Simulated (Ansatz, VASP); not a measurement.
**One calculation of Ni, two programs**

```
Ni
1.0
     0.00000    1.73942    1.73942
     1.73942    0.00000    1.73942
     1.73942    1.73942    0.00000
Ni
1
Cartesian
  0.0000 0.0000 0.0000
```

Alike in both runs: task single point; functional r2SCAN; k mesh 20 × 20 × 20; occupations gaussian, width 0.05 eV; no spin polarisation.

|  | VASP | Ansatz |
| --- | --- | --- |
| version | VASP 6.6.1 | Ansatz 0.2.0 |
| potentials or method | VASP PAW PBE potentials, release 64 (Ni), cutoff 520 eV | scalar-relativistic, plane waves, PAW |
| valence electrons in the cell | 10 | 18 |

Ansatz gave:

- gap on the k mesh at the Fermi level (eV): none
- pressure (GPa): -3.1

**Question.** What did VASP give for the same quantities?

**Answer.** gap on the k mesh at the Fermi level (eV): none; pressure (GPa): -2.4.

VASP's potentials were made for PBE, not for r2SCAN. A gap of «none» marks a metal or a gap that the smearing closes. With one functional, cell and mesh, what is left measures potentials, basis and numerics. VASP's potentials hold 10 valence electrons a cell and Ansatz's 18, so a difference there can come from the potentials and not from the codes.
